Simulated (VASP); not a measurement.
Write the native input for VASP 6.6.1 that does the following.

| Quantity | Value |
| --- | --- |
| Task | relaxation of cell and atoms |
| Functional | PBE |
| Potentials or basis | VASP PAW PBE potentials, release 64 (Ta_pv, H) |
| Cutoff | 600 eV |
| k mesh | 6 × 6 × 2 |
| Occupations | gaussian, width 0.1 eV |
| Spin | no spin polarisation |
| Dipole correction | no |
| Further INCAR settings | ALGO = Normal; EDIFF = 1e-06; IBRION = 2; EDIFFG = -0.04; NSW = 90; ISIF = 3 |

The structure of Ta4H lies in POSCAR:

```
Ta4H
1.0
    2.8864094800      0.0000000000      0.0000000000
   -1.4432047400      2.4997039300      0.0000000000
    0.0000000000      0.0000000000      9.2811959400
Ta H
4 1
Direct
    0.3333333300      0.6666666700      0.8658552800
    0.3333333300      0.6666666700      0.3767953500
    0.6666666700      0.3333333300      0.1341447200
    0.6666666700      0.3333333300      0.6232046500
    0.0000000000      0.0000000000      0.0000000000
```

The cell was generated, and may not be a known phase.

The input as run:

INCAR

```
SYSTEM = Ta4H
PREC     = Accurate       ! precision mode
ENCUT    = 600            ! plane-wave cutoff, eV
EDIFF    = 1E-6           ! SCF threshold, eV
ISMEAR   = 0              ! smearing method
SIGMA    = 0.1            ! smearing width, eV
LREAL    = .FALSE.        ! projectors in reciprocal space
LASPH    = .TRUE.         ! aspherical terms in the spheres
NELM     = 100            ! most SCF steps
ALGO     = Normal         ! electronic algorithm
ISIF     = 3              ! what is computed and relaxed
LWAVE    = .FALSE.        ! write WAVECAR
LCHARG   = .FALSE.        ! write CHGCAR
GGA      = PE             ! functional
IBRION   = 2              ! ionic algorithm
NSW      = 90             ! ionic steps
EDIFFG   = -0.04          ! ionic threshold
```

KPOINTS

```
regular mesh
0
G
  6 6 2
  0 0 0
```

Potentials or basis: VASP PAW PBE potentials, release 64 (Ta_pv, H).

Run with:

```console
$ cat potpaw_PBE.64/Ta_pv/POTCAR potpaw_PBE.64/H/POTCAR > POTCAR
$ mpirun -np 1 vasp_std > vasp.out
```

It gave:

```json
{
 "Relaxed volume": "15.38 Å³/atom",
 "Relaxed cell": "a = 2.927 Å, b = 2.927 Å, c = 10.366 Å, α = 90.00°, β = 90.00°, γ = 120.00°",
 "Space group after relaxing (to 0.1 Å)": "P-3m1 (No. 164)",
 "Energy gained by relaxing": "256.1 meV/atom",
 "Ionic steps": "11",
 "Pressure after relaxing": "-0.3 GPa",
 "Largest force after relaxing": "0.016 eV/Å",
 "Band gap on the k mesh": "zero (an odd number of electrons rules out a gap without spin polarisation)"
}
```

Caveat: the k points lie up to 0.41 Å⁻¹ apart in the final cell, too coarse for converged energies and pressures of a metal; spin-orbit coupling is left out, which moves the levels of the heavy elements.

It took 6.2 min on 1 thread of Intel Xeon 8259CL, on a shared host, peak memory 0.23 GiB.
